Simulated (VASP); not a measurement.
Crystal: Hf2Si.

```xyz
6
Lattice="-3.2919 3.2919 2.5966 3.2919 -3.2919 2.5966 3.2919 3.2919 -2.5966" Properties=species:S:1:pos:R:3 pbc="T T T"
Hf    1.0330    2.2589    2.5966
Hf    2.2589   -1.0330    2.5966
Hf    2.2589    1.0330    0.0000
Hf    1.0330    4.3249    0.0000
Si    0.0000    0.0000    3.8949
Si    0.0000    0.0000    1.2983
```

```yaml
Program: VASP 6.6.1
Task: relaxation of cell and atoms
Functional: PBEsol
Potentials_or_basis: VASP PAW PBE potentials, release 64 (Hf_pv, Si)
Cutoff: 600 eV
k_mesh: 10 × 10 × 10
Occupations: gaussian, width 0.1 eV
Spin: no spin polarisation
```

At the start: pressure -4.7 GPa; volume 18.76 Å³/atom.

Problem. How do energy, volume and symmetry change on relaxing?

Solution. Over 12 steps the energy falls by 9.2 meV/atom and the volume is 18.15 Å³/atom (-3.2 %); space group I4/mcm (No. 140, to 0.1 Å) before and after.

The path:
| step | energy change (eV) | largest force (eV/Å) | pressure (GPa) | volume (Å³) |
| --- | --- | --- | --- | --- |
| 1 | 0.0000 | 0.0181 | -4.67 | 112.55 |
| 2 | 0.0624 | 0.0594 | 7.80 | 103.88 |
| 3 | -0.0549 | 0.0298 | -0.05 | 108.93 |
| 4 | -0.0549 | 0.0302 | 0.03 | 108.86 |
| 5 | -0.0551 | 0.0057 | 0.04 | 108.86 |
| 6 | -0.0550 | 0.0083 | 0.04 | 108.86 |
| 7 | -0.0551 | 0.0028 | 0.05 | 108.86 |
| 8 | -0.0551 | 0.0052 | 0.05 | 108.86 |
| 9 | -0.0551 | 0.0060 | 0.04 | 108.86 |
| 10 | -0.0551 | 0.0045 | 0.04 | 108.86 |
| 11 | -0.0551 | 0.0002 | -0.04 | 108.93 |
| 12 | -0.0551 | 0.0023 | -0.02 | 108.90 |

Final structure:
```
Hf Si
1.0
    -3.25438    3.25438    2.57065
     3.25438   -3.25438    2.57065
     3.25438    3.25438   -2.57065
Hf Si
4 2
Cartesian
  1.0199 2.2345 2.5707
  2.2345 -1.0199 2.5706
  2.2345 1.0199 0.0000
  1.0199 4.2742 0.0000
  0.0000 0.0000 3.8560
  0.0000 0.0000 1.2853
```

Caveat: the PAW data sets were made with another functional, which shifts forces and pressure a little.
